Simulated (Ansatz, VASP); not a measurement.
# One calculation of AlP, two programs

```
Al P
1.0
     0.00000    2.72592    2.72592
     2.72592    0.00000    2.72592
     2.72592    2.72592    0.00000
Al P
1 1
Direct
  0.00000 0.00000 0.00000
  0.25000 0.25000 0.25000
```

Alike in both runs: functional PBE; dispersion D3(BJ); k mesh 8 × 8 × 8; occupations gaussian, width 0.02 eV; no spin polarisation.

Ansatz relaxed the structure, and its values are those at the end. VASP's run is a single point on that final structure, the one shown.

|  | VASP | Ansatz |
| --- | --- | --- |
| version | VASP 6.6.1 | Ansatz 0.2.0 |
| potentials or method | VASP PAW PBE potentials, release 64 (Al, P), cutoff 500 eV | scalar-relativistic, plane waves, PAW |
| valence electrons in the cell | 8 | 8 |

```tsv
	VASP	Ansatz	Ansatz less VASP
gap on the k mesh at the Fermi level (eV)	1.57	1.57	+0.002
least direct gap on the mesh (eV)	3.34	3.35	+0.003
pressure (GPa)	-0.1	0.0	+0.08
```
